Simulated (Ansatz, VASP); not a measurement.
# Two plane-wave programs on MnPt2

File INCAR:

```
SYSTEM = MnPt2
PREC = Accurate
ENCUT = 520
EDIFF = 1E-7
ISMEAR = -1
SIGMA = 0.05
LREAL = .FALSE.
LASPH = .TRUE.
NELM = 150
ALGO = Normal
ISIF = 2
LWAVE = .FALSE.
LCHARG = .TRUE.
ISPIN = 2
MAGMOM = 0 0 4
LORBIT = 11
LMAXMIX = 4
GGA = PS
LELF = .TRUE.
LVHAR = .TRUE.
NBANDS = 28
```

KPOINTS

```
regular mesh
0
G
  11 11 4
  0 0 0
```

The input POSCAR:

```
MnPt2
1.0
    2.8197726289      0.0000000000      0.0000000000
   -1.4098863145      2.4419947296      0.0000000000
    0.0000000000      0.0000000000      6.4442160962
Pt Mn
2 1
Direct
    0.6666666667      0.3333333333      0.3162060000
    0.3333333333      0.6666666667      0.6837940000
    0.0000000000      0.0000000000      0.0000000000
```

Contents of input.yaml:

```yaml
crystal:
  lattice:
    - [2.8197726289, 0.0, 0.0]
    - [-1.4098863145, 2.4419947296, 0.0]
    - [0.0, 0.0, 6.4442160962]
  atoms:
    - { symbol: Pt, position: [0.6666666667, 0.3333333333, 0.316206] }
    - { symbol: Pt, position: [0.3333333333, 0.6666666667, 0.683794] }
    - { symbol: Mn, position: [0.0, 0.0, 0.0], spin: 4.0 }
hamiltonian:
  xc: pbesol
  pseudopotentials: { kind: paw }
magnetization:
  spin_polarized: true
kpoints:
  mp_grid: { grid: [11, 11, 4] }
scf:
  occupations: { method: fermi_dirac, width: 0.05 }
output:
  forces: true
  stress: true
  eigenvalues: true
```

Alike in both runs: task single point; functional PBEsol; k mesh 11 × 11 × 4; occupations fermi-dirac, width 0.05 eV; collinear spin.

|  | VASP | Ansatz |
| --- | --- | --- |
| version | VASP 6.6.1 | Ansatz 0.2.0 |
| potentials or method | VASP PAW PBE potentials, release 64 (Pt, Mn_pv) | Ansatz PAW |
| plane-wave cutoff (eV) | 520 | 420 |
| valence electrons in the cell | 33 | 51 |

Ansatz gave:

| Quantity | Value |
| --- | --- |
| gap on the k mesh at the Fermi level (eV) | none |
| pressure (GPa) | -2.3 |
| traceless stress, the component that is largest in VASP (GPa) | 3.03 |
| rms of the force components (eV/Å) | 0.049 |
| net moment per atom (μB) | 1.43 |
| size of the moment on the site where the two differ most (μB) | 3.55 |

Question: Which values does VASP return?

Answer: gap on the k mesh at the Fermi level (eV): none; pressure (GPa): -2.4; traceless stress, the component that is largest in VASP (GPa): 3.14; rms of the force components (eV/Å): 0.056; net moment per atom (μB): 1.44; size of the moment on the site where the two differ most (μB): 3.59.

VASP's potentials were made for PBE, not for PBEsol. Site moments also hang on the region over which each program counts them. Atom by atom the forces differ by 0.007 eV/Å (rms over components). A gap of «none» marks a metal or a gap that the smearing closes. VASP's potentials hold 33 valence electrons a cell and Ansatz's 51, so a difference there can come from the potentials and not from the codes.

Spin-orbit coupling is off throughout.
